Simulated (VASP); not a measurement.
# HC12 in VASP: a series of runs, part 2 of 2

VASP 6.6.1. The steps go on from the part before.

### Step 3. Single point, LDA

INCAR reads:

```
SYSTEM = HC12
PREC = Accurate
ENCUT = 520
EDIFF = 1E-6
ISMEAR = 0
SIGMA = 0.05
LREAL = Auto
LASPH = .True.
NELM = 80
ALGO = Normal
ISIF = 2
LWAVE = .False.
LCHARG = .False.
LDIPOL = .True.
IDIPOL = 3
DIPOL = 0.5 0.5 0.291
GGA = CA
NBANDS = 68
```

KPOINTS reads:

```
regular mesh
0
Gamma
  6 4 1
  0 0 0
```

POSCAR reads:

```
HC12
1.0
    4.8892663280      0.0000000000      0.0000000000
   -2.4446331640      6.7739291692      0.0000000000
    0.0000000000      0.0000000000     22.7684096771
C H
24 2
Direct
    0.4020794403      0.3041588806      0.1756820110
    0.4020794403      0.8041588805      0.1756820110
    0.9020794403      0.3041588806      0.1756820110
    0.9020794403      0.8041588805      0.1756820110
    0.1630408159      0.3260816317      0.2059829668
    0.1630408159      0.8260816317      0.2059829668
    0.6630408159      0.3260816317      0.2059829668
    0.6630408159      0.8260816317      0.2059829668
    0.1846395683      0.3692791367      0.2666259491
    0.1846395683      0.8692791367      0.2666259491
    0.6846395683      0.3692791367      0.2666259491
    0.6846395683      0.8692791367      0.2666259491
    0.4461625696      0.3923265051      0.2960492075
    0.4461625696      0.8923265051      0.2960492075
    0.9461625696      0.3923265051      0.2960492075
    0.9461625696      0.8923265051      0.2960492075
    0.4715644646      0.4431294558      0.3591099590
    0.4715644646      0.9431294558      0.3591099590
    0.9715644646      0.4431294558      0.3591099590
    0.9715644646      0.9431294558      0.3591099590
    0.2327030006      0.4654044969      0.3851129614
    0.2327030006      0.9654044969      0.3851129614
    0.7327030006      0.4654044969      0.3851129614
    0.7327030006      0.9654044969      0.3851129614
    0.2327030006      0.7814163725      0.4048771876
    0.2327030006      1.1493926212      0.4048771876
```

Potentials or basis: VASP PAW LDA potentials, release 64 (C, H).

The run is started by

```sh
> cat potpaw_LDA.64/C/POTCAR potpaw_LDA.64/H/POTCAR > POTCAR
> mpirun -np 1 vasp_std > vasp.out
```

Run time: 27 min. Hardware: 1 thread of Intel Xeon Platinum 8259CL at 2.50GHz (Skylake/Cascade Lake), shared host; peak memory 0.8 GiB.

The run converged. Its results:

```
Free energy            : -222.1775 eV
Largest force          : 4.882 eV/Å
Band gap on the k mesh : zero (filled and empty bands overlap)
```

Forces on the atoms (eV/Å):
```
C   -0.003  0.331  1.818
C    0.233  0.331  1.942
C   -0.004  0.287  1.822
C   -0.244  0.377  1.955
C   -0.003 -0.737 -3.496
C    0.006 -0.783 -3.653
C    0.020 -0.716 -3.449
C    0.005 -0.658 -3.263
C   -0.050  0.410  1.567
C   -0.050  0.419  1.460
C    0.038  0.392  1.486
C    0.031  0.253  1.225
C    0.105 -0.001  0.038
C    0.617  0.046  0.594
C   -0.098  0.013  0.001
C   -0.667 -0.060  0.637
C    0.113 -0.093 -0.454
C    2.795  0.378 -2.933
C   -0.059 -0.275 -0.651
C   -2.739 -1.349 -2.955
C   -0.269  0.678  0.918
C   -0.983  1.675  4.479
C    0.096  0.209  0.211
C    0.301  0.118 -0.308
H   -1.344  1.782  0.577
H    2.153 -3.027  0.431
```

Levels at points of the mesh, in eV from the Fermi level:
| k point | band 46 | band 47 | band 48 | band 49 | band 50 | band 51 | band 52 | band 53 |
| --- | --- | --- | --- | --- | --- | --- | --- | --- |
| (0.00, 0.00, 0.00) | -0.44 | -0.28 | -0.27 | -0.23 | 0.14 | 0.22 | 0.68 | 0.68 |
| (0.50, 0.00, 0.00) | -0.17 | -0.13 | -0.08 | -0.05 | 0.01 | 0.08 | 0.12 | 1.48 |
| (0.00, 0.50, 0.00) | -0.42 | -0.39 | -0.28 | -0.27 | 0.22 | 0.39 | 0.54 | 0.83 |
| (0.50, 0.50, 0.00) | -0.23 | -0.13 | -0.10 | -0.02 | 0.01 | 0.08 | 0.11 | 1.52 |

### Step 4. Single point, LDA

INCAR reads:

```
PREC = Accurate
ENCUT = 520
EDIFF = 1E-7
ISMEAR = 0
SIGMA = 0.05
LREAL = Auto
LASPH = T
NELM = 100
ALGO = Normal
ISIF = 2
LWAVE = F
LCHARG = T
LDIPOL = T
IDIPOL = 3
DIPOL = 0.5 0.5 0.293
LELF = T
LVHAR = T
LVACPOTAV = T
NBANDS = 68
```

KPOINTS reads:

```
Automatic mesh
0
Gamma
  6 4 1
```

Changes to POSCAR since step 3:

```diff
@@ -32,3 +32,3 @@
     0.7327030006      0.9654044969      0.3851129614
-    0.2327030006      0.7814163725      0.4048771876
-    0.2327030006      1.1493926212      0.4048771876
+    0.2327030006      0.7814163725      0.4329863094
+    0.2327030006      1.1493926212      0.4329863094
```

Potentials or basis: VASP PAW LDA potentials, release 64 (C, H).

The run is started by

```sh
> cat potpaw_LDA.64/C/POTCAR potpaw_LDA.64/H/POTCAR > POTCAR
> mpirun -np 1 vasp_std > vasp.out
```

OUTCAR:

```text
PREC = Accurate
   ENCUT = 520
   EDIFF = 1E-7
   ISMEAR = 0
   LREAL = Auto
   LASPH = T
   NELM = 100
   ISIF = 2

 ion  position               nearest neighbor table
   1  0.402  0.304  0.176-   5 1.41   7 1.41
   2  0.402  0.804  0.176-   8 1.41   6 1.41
   3  0.902  0.304  0.176-   7 1.41   5 1.41
   4  0.902  0.804  0.176-   6 1.41   8 1.41
   5  0.163  0.326  0.206-   1 1.41   3 1.41   9 1.41
   6  0.163  0.826  0.206-   4 1.41   2 1.41  10 1.41
   7  0.663  0.326  0.206-   3 1.41   1 1.41  11 1.41
   8  0.663  0.826  0.206-   2 1.41   4 1.41  12 1.41
   9  0.185  0.369  0.267-  13 1.40  15 1.40   5 1.41
  10  0.185  0.869  0.267-  14 1.40  16 1.40   6 1.41
[... 8 lines left out ...]
  19  0.972  0.443  0.359-  23 1.37  21 1.37  15 1.48
  20  0.972  0.943  0.359-  24 1.37  22 1.37  16 1.48
  21  0.233  0.465  0.385-  17 1.37  19 1.37
  22  0.233  0.965  0.385-  18 1.37  20 1.37
  23  0.733  0.465  0.385-  19 1.37  17 1.37
  24  0.733  0.965  0.385-  20 1.37  18 1.37
  25  0.233  0.781  0.433-
  26  0.233  0.149  0.433-

  LATTYP: Found a base centered orthorhombic cell.
 ALAT       =     4.8892663280
 B/A-ratio  =     2.7709389159
[... 254 lines left out ...]
      1     -22.3310      2.00000
      2     -21.9996      2.00000
      3     -20.6319      2.00000
      4     -20.3520      2.00000
      5     -18.1679      2.00000
      6     -17.9707      2.00000
[... 885 lines left out ...]
     60       2.0185      0.00000
     61       2.3563      0.00000
 [bands above 61 left out]

------------------------ aborting loop because EDIFF is reached ----------------------------------------

  FORCE on cell =-STRESS in cart. coord.  units (eV):
  Direction    XX          YY          ZZ          XY          YZ          ZX
  --------------------------------------------------------------------------------------
  -------------------------------------------------------------------------------------
  Total        4.5809516     -8.3330219      0.2298267      4.0099312      0.1160040      0.1976465
  in kB        9.7330565    -17.7050054      0.4883083      8.5198209      0.2464714      0.4199357
  external PRESSURE =      -2.4945469 kB  Pullay stress =       0.0000000 kB

 VOLUME and BASIS-vectors are now :
 -----------------------------------------------------------------------------
  energy-cutoff  :      520.00
  volume of cell :      754.08
      direct lattice vectors                 reciprocal lattice vectors
     4.889266328  0.000000000  0.000000000     0.204529664  0.073812405  0.000000000
    -2.444633164  6.773929169  0.000000000     0.000000000  0.147624809  0.000000000
     0.000000000  0.000000000 22.768409677     0.000000000  0.000000000  0.043920503

 POSITION                                       TOTAL-FORCE (eV/Angst)
 -----------------------------------------------------------------------------------
      1.22232      2.06035      4.00000         0.031094      0.323100      1.899610
      0.00000      5.44732      4.00000         0.249039      0.330404      2.030772
      3.66695      2.06035      4.00000        -0.039790      0.352751      1.894283
      2.44463      5.44732      4.00000        -0.257290      0.414921      2.048623
      0.00000      2.20885      4.68990        -0.017081     -0.768222     -3.591737
     -1.22232      5.59582      4.68990        -0.007542     -0.820134     -3.770821
[... 18 lines left out ...]
     -0.77253      5.29326      9.85841        -1.008263      1.378550     -1.538065
      0.77254      1.01198      9.85841         1.301333     -2.452025     -1.969853
 -----------------------------------------------------------------------------------
    total drift:                               -0.009990      0.010927      0.023473

  FREE ENERGIE OF THE ION-ELECTRON SYSTEM (eV)
  ---------------------------------------------------
  free  energy   TOTEN  =      -221.0896382369 eV

  energy  without entropy=     -221.0696456532  energy(sigma->0) =     -221.07964195

 vacuum level on the upper side and lower side of the slab         2.570         3.540
```

OSZICAR:

```text
N       E                     dE             d eps       ncg     rms          rms(c)
DAV:   1     0.776944470586E+03    0.77694E+03   -0.39226E+04  1952   0.114E+03
DAV:   2    -0.105769620379E+03   -0.88271E+03   -0.84387E+03  2752   0.277E+02
DAV:   3    -0.232858796135E+03   -0.12709E+03   -0.12488E+03  2268   0.107E+02
[... 27 lines left out ...]
DAV:  31    -0.221089636510E+03   -0.13995E-05   -0.16939E-08  1396   0.332E-04    0.178E-04
DAV:  32    -0.221089637409E+03   -0.89889E-06   -0.16160E-08  1408   0.225E-04    0.205E-04
DAV:  33    -0.221089637868E+03   -0.45909E-06   -0.73022E-09  1340   0.161E-04    0.644E-05
DAV:  34    -0.221089638086E+03   -0.21833E-06   -0.33054E-09  1348   0.114E-04    0.241E-05
DAV:  35    -0.221089638199E+03   -0.11310E-06   -0.10601E-09  1328   0.840E-05    0.465E-05
DAV:  36    -0.221089638237E+03   -0.37400E-07    0.25409E-10  1316   0.591E-05
   1 F= -.22108964E+03 E0= -.22107964E+03  d E =-.199926E-01
```

Run time: 30 min. Hardware: 1 thread of Intel Xeon Platinum 8259CL at 2.50GHz (Skylake/Cascade Lake), shared host; peak memory 0.8 GiB.

Results:

```yaml
Free_energy: -221.0896 eV
Largest_force: 6.467 eV/Å
```

Forces on the atoms (eV/Å):
```
C    0.031  0.323  1.900
C    0.249  0.330  2.031
C   -0.040  0.353  1.894
C   -0.257  0.415  2.049
C   -0.017 -0.768 -3.592
C   -0.008 -0.820 -3.771
C    0.040 -0.731 -3.442
C    0.016 -0.660 -3.255
C   -0.066  0.390  1.541
C   -0.065  0.374  1.392
C    0.065  0.377  1.439
C    0.058  0.273  1.192
C    0.107  0.066  0.184
C    0.458  0.309  0.739
C   -0.102  0.015  0.115
C   -0.463 -0.045  0.746
C    0.132  0.026 -0.505
C    2.087  0.323 -2.006
C   -0.047 -0.249 -0.711
C   -1.991 -0.812 -1.911
C   -0.283  0.554  1.155
C   -0.521  0.772  6.400
C    0.114  0.150  0.224
C    0.210  0.108 -0.299
H   -1.008  1.379 -1.538
H    1.301 -2.452 -1.970
```

### Step 5. Single point, LDA

INCAR reads:

```
SYSTEM = HC12
ALGO = Normal
DIPOL = 0.5 0.5 0.292
EDIFF = 1E-7
ENCUT = 520
GGA = CA
IDIPOL = 3
ISIF = 2
ISMEAR = 0
LASPH = .True.
LCHARG = .False.
LDIPOL = .True.
LREAL = Auto
LWAVE = .False.
NBANDS = 68
NELM = 80
PREC = Accurate
SIGMA = 0.05
```

KPOINTS reads:

```
k-points
0
Gamma
  6 4 1
  0 0 0
```

Changes to POSCAR since step 4:

```diff
@@ -32,3 +32,3 @@
     0.7327030006      0.9654044969      0.3851129614
-    0.2327030006      0.7814163725      0.4329863094
-    0.2327030006      1.1493926212      0.4329863094
+    0.2327030006      0.8616074230      0.4189317485
+    0.2327030006      1.0692015708      0.4189317485
```

The run is started by

```sh
> cat potpaw_LDA.64/C/POTCAR potpaw_LDA.64/H/POTCAR > POTCAR
> mpirun -np 1 vasp_std > vasp.out
```

Run time: 22 min. Hardware: 1 thread of AMD EPYC 9R45 (Zen 5), shared host; peak memory 0.77 GiB.

It converged, with:

| Item | Value |
| --- | --- |
| Free energy | -224.1868 eV |
| Largest force | 5.113 eV/Å |
| Band gap on the k mesh | zero (band 49 reaches -3.29 eV, above the bottom of band 50 at -3.30 eV) |

Forces in eV/Å, atoms in the order of the input:
```
C    0.006  0.304  1.762
C    0.313  0.340  1.908
C   -0.004  0.277  1.757
C   -0.313  0.342  1.909
C    0.005 -0.692 -3.396
C    0.000 -0.774 -3.565
C   -0.004 -0.690 -3.377
C    0.000 -0.633 -3.125
C   -0.020  0.400  1.504
C   -0.029  0.363  1.261
C    0.015  0.398  1.491
C    0.028  0.261  1.167
C    0.019 -0.003  0.092
C    0.555  0.153  1.066
C   -0.014  0.068  0.061
C   -0.624  0.195  1.014
C    0.008 -0.102 -0.303
C    3.604  0.499 -3.592
C    0.006 -0.125 -0.375
C   -3.424 -1.448 -3.432
C   -0.030  0.225  0.414
C   -0.445  0.473  3.099
C    0.014  0.178  0.302
C    0.150  0.067  0.103
H   -0.685 -1.832  1.395
H    0.870  1.756  0.861
```

Levels at points of the mesh, in eV from the Fermi level:
```csv
k point,band 47,band 48,band 49,band 50,band 51,band 52
"(0.00, 0.00, 0.00)",-0.30,-0.27,-0.26,0.17,0.34,0.64
"(0.50, 0.00, 0.00)",-0.15,-0.09,-0.04,0.00,0.07,0.11
"(0.00, 0.50, 0.00)",-0.40,-0.29,-0.27,0.28,0.39,0.54
"(0.50, 0.50, 0.00)",-0.15,-0.10,-0.04,0.01,0.07,0.11
```
